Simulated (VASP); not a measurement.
# Al2Ru (I4/mmm) in VASP: relaxation of cell and atoms with LDA

Aim: the relaxation of cell and atoms of Al2Ru with LDA.

Program: VASP 6.6.1. These are calculated values, not measurements. Logs are shortened: lines on timing, memory, paths and dates and some standing lists are left out, and cuts for length are marked.

## Step 1: The cell of the first run

It takes space group I4/mmm (No. 139, tetragonal). The conventional cell has a = 3.150 Å, b = 3.150 Å, c = 8.474 Å, α = 90.00°, β = 90.00°, γ = 90.00°. Al (site symmetry 4mm) has 5 Ru at 2.60 to 2.89 Å and 9 Al at 2.70 to 3.15 Å within 3.4 Å. Within 3.4 Å of Ru (site symmetry 4/mmm) lie 10 Al at 2.60 to 2.89 Å and 4 Ru at 3.15 Å.

## Step 2: Relaxation of cell and atoms, LDA

INCAR

```
SYSTEM = Al2Ru
PREC = Accurate ; ENCUT = 600
EDIFF = 1E-7 ; ISMEAR = 0
SIGMA = 0.1 ; LREAL = .FALSE.
LASPH = .TRUE. ; NELM = 80
ALGO = Fast ; ISIF = 3
LWAVE = .FALSE. ; LCHARG = .FALSE.
GGA = CA ; IBRION = 2
NSW = 70 ; EDIFFG = -0.005
```

KPOINTS

```
regular mesh
0
G
  18 18 18
  0 0 0
```

POSCAR

```
Al2Ru
1.0
   -1.5748567099      1.5748567099      4.2372364874
    1.5748567099     -1.5748567099      4.2372364874
    1.5748567099      1.5748567099     -4.2372364874
Al Ru
2 1
Direct
    0.6593576066      0.6593576066      0.0000000000
    0.3406423934      0.3406423934      0.0000000000
    0.0000000000      0.0000000000      0.0000000000
```

Potentials or basis: VASP PAW LDA potentials, release 64 (Al, Ru_pv).

Launch:

```bash
$ cat potpaw_LDA.64/Al/POTCAR potpaw_LDA.64/Ru_pv/POTCAR > POTCAR
$ mpirun -np 1 vasp_std > vasp.out
```

OUTCAR:

```text
SYSTEM = Al2Ru
   PREC = Accurate
   ENCUT = 600
   EDIFF = 1E-7
   ISMEAR = 0
   LREAL = .FALSE.
   LASPH = .TRUE.
   NELM = 80
   ISIF = 3
   GGA = CA
   IBRION = 2
   NSW = 70
   EDIFFG = -0.005

 ion  position               nearest neighbor table
   1  0.659  0.659  0.000-   3 2.60   3 2.60   3 2.60   3 2.60   2 2.70   2 2.71   2 2.71   2 2.71
                             2 2.71   3 2.89
   2  0.341  0.341  0.000-   3 2.60   3 2.60   3 2.60   3 2.60   1 2.70   1 2.71   1 2.71   1 2.71
                             1 2.71   3 2.89
   3  0.000  0.000  0.000-   2 2.60   1 2.60   1 2.60   1 2.60   1 2.60   2 2.60   2 2.60   2 2.60
                             1 2.89   2 2.89

  LATTYP: Found a body centered tetragonal cell.
 ALAT       =     3.1497134198
 C/A-ratio  =     2.6905536617

  Lattice vectors:

 A1 = (  -1.5748567099,   1.5748567099,   4.2372364874)
 A2 = (   1.5748567099,  -1.5748567099,   4.2372364874)
 A3 = (   1.5748567099,   1.5748567099,  -4.2372364874)

Analysis of symmetry for initial positions (statically):
=====================================================================
 Subroutine PRICEL returns:
 Original cell was already a primitive cell.

 Routine SETGRP: Setting up the symmetry group for a
 body centered tetragonal supercell.

 Subroutine GETGRP returns: Found 16 space group operations
 (whereof 16 operations were pure point group operations)
 out of a pool of 16 trial point group operations.

The static configuration has the point symmetry D_4h.

Analysis of symmetry for dynamics (positions and initial velocities):
=====================================================================
 Subroutine PRICEL returns:
 Original cell was already a primitive cell.

 Routine SETGRP: Setting up the symmetry group for a
 body centered tetragonal supercell.

 Subroutine GETGRP returns: Found 16 space group operations
 (whereof 16 operations were pure point group operations)
 out of a pool of 16 trial point group operations.

The dynamic configuration has the point symmetry D_4h.

 Subroutine INISYM returns: Found 16 space group operations
 (whereof 16 operations are pure point group operations),
 and found     1 'primitive' translations

----------------------------------------------------------------------------------------

                                     Primitive cell

  volume of cell :      42.0363

  direct lattice vectors                    reciprocal lattice vectors
    -1.574856710  1.574856710  4.237236487     0.000000000  0.317489202  0.118001438
     1.574856710 -1.574856710  4.237236487     0.317489202  0.000000000  0.118001438
     1.574856710  1.574856710 -4.237236487     0.317489202  0.317489202  0.000000000

  length of vectors
     4.786911359  4.786911359  4.786911359     0.338708920  0.338708920  0.448997535

  position of ions in fractional coordinates (direct lattice)
     0.659357607  0.659357607  0.000000000
     0.340642393  0.340642393  0.000000000
     0.000000000  0.000000000  0.000000000

  ion indices of the primitive-cell ions
   primitive index   ion index
                 1           1
                 2           2
                 3           3

----------------------------------------------------------------------------------------

 KPOINTS: regular mesh

Automatic generation of k-mesh.
 Grid dimensions read from file:
 generate k-points for:   18   18   18

 Generating k-lattice:

  Cartesian coordinates                     Fractional coordinates (reciprocal lattice)
     0.000000000  0.017638289  0.006555635     0.055555556  0.000000000 -0.000000000
     0.017638289  0.000000000  0.006555635     0.000000000  0.055555556 -0.000000000
     0.017638289  0.017638289  0.000000000     0.000000000  0.000000000  0.055555556

  Length of vectors
     0.018817162  0.018817162  0.024944308

  Shift w.r.t. Gamma in fractional coordinates (k-lattice)
     0.000000000  0.000000000  0.000000000

 Subroutine IBZKPT returns following result:
 ===========================================

 Found    480 irreducible k-points:

 Following reciprocal coordinates:
            Coordinates               Weight
  0.000000  0.000000  0.000000      1.000000
  0.055556  0.000000 -0.000000      8.000000
  0.111111  0.000000 -0.000000      8.000000
  0.166667  0.000000  0.000000      8.000000
  0.222222  0.000000  0.000000      8.000000
  0.277778 -0.000000  0.000000      8.000000
[... 16 lines left out ...]
 -0.277778  0.055556 -0.000000     16.000000
 -0.222222  0.055556  0.000000     16.000000
 [... further k-points ...]
   k-points           NKPTS =    480   k-points in BZ     NKDIM =    480   number of bands    NBANDS=     14
   number of dos      NEDOS =    301   number of ions     NIONS =      3
   total plane-waves  NPLWV =  64000
   dimension x,y,z NGX =    40 NGY =   40 NGZ =   40
   dimension x,y,z NGXF=    80 NGYF=   80 NGZF=   80
   ions per type =               2   1
   NGX,Y,Z   is equivalent  to a cutoff of  13.89, 13.89, 13.89 a.u.
   NGXF,Y,Z  is equivalent  to a cutoff of  27.78, 27.78, 27.78 a.u.
 SYSTEM =  Al2Ru
   PREC   = accura    normal or accurate (medium, high low for compatibility)
   ISTART =      0    job   : 0-new  1-cont  2-samecut
   ICHARG =      2    charge: 1-file 2-atom 10-const
   ISPIN  =      1    spin polarized calculation?
   LNONCOLLINEAR =      F non collinear calculations
   LSORBIT =      F    spin-orbit coupling
   LASPH  =      T    aspherical Exc in radial PAW
   ENCUT  =  600.0 eV  44.10 Ry    6.64 a.u.   9.56  9.56  9.56*2*pi/ulx,y,z
   NELM   =     80;   NELMIN=  2; NELMDL= -5     # of ELM steps
   EDIFF  = 0.1E-06   stopping-criterion for ELM
   LREAL  =      F    real-space projection
   EDIFFG = -.5E-02   stopping-criterion for IOM
   NSW    =     70    number of steps for IOM
   IBRION =      2    ionic relax: 0-MD 1-quasi-New 2-CG
   NFREE  =      1    steps in history (QN), initial steepest desc. (CG)
   ISIF   =      3    stress and relaxation
   ISYM   =      2    0-nonsym 1-usesym 2-fastsym
   POTIM  = 0.5000    time-step for ionic-motion
   TEBEG  =    0.0;   TEEND  =   0.0 temperature during run
   PSTRESS=    0.0 pullay stress
   NELECT =      20.0000    total number of electrons
   NUPDOWN=      -1.0000    fix difference up-down
   EMIN   =  10.00;   EMAX   =-10.00  energy-range for DOS
   EFERMI =   0.00;   METHOD = LEGACY
   ISMEAR =     0;   SIGMA  =   0.10  broadening in eV -4-tet -1-fermi 0-gaus
   EFERMI_NEDOS =   21; number of points for ismear=-14 and -15
   IALGO  =     68    algorithm
   IMIX   =      4    mixing-type and parameters
     AMIX     =   0.40;   BMIX     =  1.00
     AMIX_MAG =   1.60;   BMIX_MAG =  1.00
  volume/ion in A,a.u.               =      14.01        94.56
  Fermi-wavevector in a.u.,A,eV,Ry     =   1.278036  2.415139 22.223445  1.633377
  Thomas-Fermi vector in A             =   2.410602
   LORBIT       =      0    0 simple, 1 ext, 2 COOP (PROOUT), +10 PAW based schemes
   GGA     = CA    functional components
   LHFCALC =     F    Hartree Fock is set to
   AEXX    =    0.0000 exact exchange contribution
   IVDW    =     0    specifies the selected vdW correction
   LEPSILON=     F    determine dielectric tensor
   LRPA    =     F    only Hartree local field effects (RPA)
 conjugate gradient relaxation of ions
 non-spin polarized calculation
 RMM-DIIS sequential band-by-band and
 Gauss-broadening in eV      SIGMA  =   0.10
  energy-cutoff  :      600.00
  volume of cell :       42.04
 maximum number of plane-waves:      1420
   NGX = 19   NGY = 19   NGZ = 19

--------------------------------------- Ionic step        1  -------------------------------------------

 number of electron      19.9999999 magnetization

 Free energy of the ion-electron system (eV)
  ---------------------------------------------------
  ext. energy  EPLUGINS =         0.00000000
  ---------------------------------------------------
  free energy    TOTEN  =       -21.05861861 eV

  energy without entropy =      -21.05700682  energy(sigma->0) =      -21.05781271

------------------------ aborting loop because EDIFF is reached ----------------------------------------

  FORCE on cell =-STRESS in cart. coord.  units (eV):
  Direction    XX          YY          ZZ          XY          YZ          ZX
  --------------------------------------------------------------------------------------
  -------------------------------------------------------------------------------------
  Total       -2.0460579     -2.0460579     -2.1194099      0.0000000      0.0000000      0.0000000
  in kB      -77.9836784    -77.9836784    -80.7794243      0.0000000      0.0000000      0.0000000
  external PRESSURE =     -78.9155937 kB  Pullay stress =       0.0000000 kB
[... 244 lines left out ...]
  energy  without entropy=      -21.1051022879  energy(sigma->0) =      -21.10581453

--------------------------------------- Ionic step        8  -------------------------------------------

 number of electron      20.0000001 magnetization

 Free energy of the ion-electron system (eV)
  ---------------------------------------------------
  ext. energy  EPLUGINS =         0.00000000
  ---------------------------------------------------
  free energy    TOTEN  =       -21.10652990 eV

  energy without entropy =      -21.10510549  energy(sigma->0) =      -21.10581770

 E-fermi :  10.7348     XC(G=0): -12.2307

 val. band max:       10.7136916766   @ k =   0.5000   0.5000   0.1667
 cond. band min:      10.7434141631   @ k =  -0.2778   0.1667   0.0556
 fundamental gap:      0.0297224864
 Fermi energy:        10.7347772718

 k-point     1 :       0.0000    0.0000    0.0000
  band No.  band energies     occupation
      1     -31.7351      2.00000
      2     -31.7351      2.00000
      3     -31.6572      2.00000
      4      -0.3217      2.00000
      5       5.1821      2.00000
      6       6.7664      2.00000
      7       8.6702      2.00000
      8       8.6702      2.00000
      9       8.7966      2.00000
     10       9.7362      2.00000
     11      13.2328      0.00000
     12      15.4246      0.00000
     13      16.8701      0.00000
     14      16.8701      0.00000
[... 375 lines left out ...]
 k-point    24 :      -0.2222    0.0556    0.0000
  band No.  band energies     occupation
      1     -31.7954      2.00000
      2     -31.7343      2.00000
      3     -31.6509      2.00000
      4       0.5999      2.00000
      5       5.6791      2.00000
      6       6.8544      2.00000
      7       7.1483      2.00000
      8       8.6000      2.00000
      9       8.8651      2.00000
     10       9.7299      2.00000
     11      12.9538      0.00000
     12      13.8839      0.00000
     13      14.7669      0.00000
     14      16.1694      0.00000

 [... further k-points ...]
[... 5 lines left out ...]
  --------------------------------------------------------------------------------------
  -------------------------------------------------------------------------------------
  Total       -0.0015341     -0.0015341      0.0021988      0.0000000      0.0000000      0.0000000
  in kB       -0.0611713     -0.0611713      0.0876724      0.0000000      0.0000000      0.0000000
  external PRESSURE =      -0.0115567 kB  Pullay stress =       0.0000000 kB
[... 18 lines left out ...]
  FREE ENERGIE OF THE ION-ELECTRON SYSTEM (eV)
  ---------------------------------------------------
  free  energy   TOTEN  =       -21.1065299045 eV

  energy  without entropy=      -21.1051054914  energy(sigma->0) =      -21.10581770

 reached required accuracy - stopping structural energy minimisation
```

Wall time 49 min (1 thread of Intel Xeon Platinum 8124M at 3.00GHz (Skylake/Cascade Lake), shared host); peak memory 0.51 GiB.

What came out:

- Free energy: -21.1065 eV
- Relaxed volume: 13.39 Å³/atom
- Relaxed cell: a = 4.718 Å, b = 4.718 Å, c = 4.718 Å, α = 141.63°, β = 141.63°, γ = 55.39°
- Space group after relaxing (to 0.05 Å): I4/mmm (No. 139)
- Energy gained by relaxing: 16.0 meV/atom
- Ionic steps: 8
- Pressure after relaxing: 0.0 GPa
- Band gap on the k mesh: zero (band 10 reaches 10.92 eV, above the bottom of band 11 at 10.71 eV)

Step by step:
```tsv
step	energy change (eV)	largest force (eV/Å)	pressure (GPa)	volume (Å³)
1	0.0000	0.1673	-7.89	42.04
2	0.0368	0.3796	12.59	37.98
3	-0.0477	0.0446	-0.13	40.22
4	-0.0477	0.0493	0.04	40.19
5	-0.0479	0.0100	0.08	40.16
6	-0.0479	0.0003	0.07	40.17
7	-0.0479	0.0028	-0.07	40.20
8	-0.0479	0.0013	0.00	40.18
```

Final structure:
```
Al Ru
1.0
    -1.55065    1.55065    4.17774
     1.55065   -1.55065    4.17774
     1.55065    1.55065   -4.17774
Al Ru
2 1
Direct
  0.65915 0.65915 0.00000
  0.34085 0.34085 0.00000
  0.00000 0.00000 0.00000
```
